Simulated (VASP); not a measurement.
Runs of VASP 6.6.1 on CdF2. The structure is that of space group Fm-3m (No. 225), or close to it. The cells are those of the table. 

```tsv
cell	gap on the mesh (eV)	pressure (GPa)
a = 4.008 Å, angles 60.0°, 3 atoms	2.54	-7.1
a = 4.072 Å, angles 60.0°, 3 atoms	2.38	-9.5
a = 3.674, b = 3.674, c = 3.624 Å, angles 60.4, 60.4, 59.1°, 3 atoms	3.49	26.4
a = 3.805 Å, angles 60.0°, 3 atoms	3.08	6.7
a = 3.943 Å, angles 60.0°, 3 atoms	2.71	(a)
a = 3.732 Å, angles 60.0°, 3 atoms	3.29	(b)
a = 3.641, b = 3.641, c = 3.689 Å, angles 59.6, 59.6, 60.9°, 3 atoms	3.49	26.4
a = 3.875 Å, angles 60.0°, 3 atoms	2.89	0.6
```

Alike in all rows: task single point; level PBE; potentials or basis VASP PAW PBE potentials, release 64 (Cd, F); no spin polarisation; k mesh 8 × 8 × 8; cutoff (eV) 520; smearing gaussian 0.05 eV.

Problem. Estimate the missing entries.

Solution. (a) -3.9; (b) 15.0.

Caveats: the cell stands under pressure (at least some runs); the cell stands under tension (at least some runs).

A k mesh can miss the band edges, and the runs leave out spin-orbit coupling on Cd.
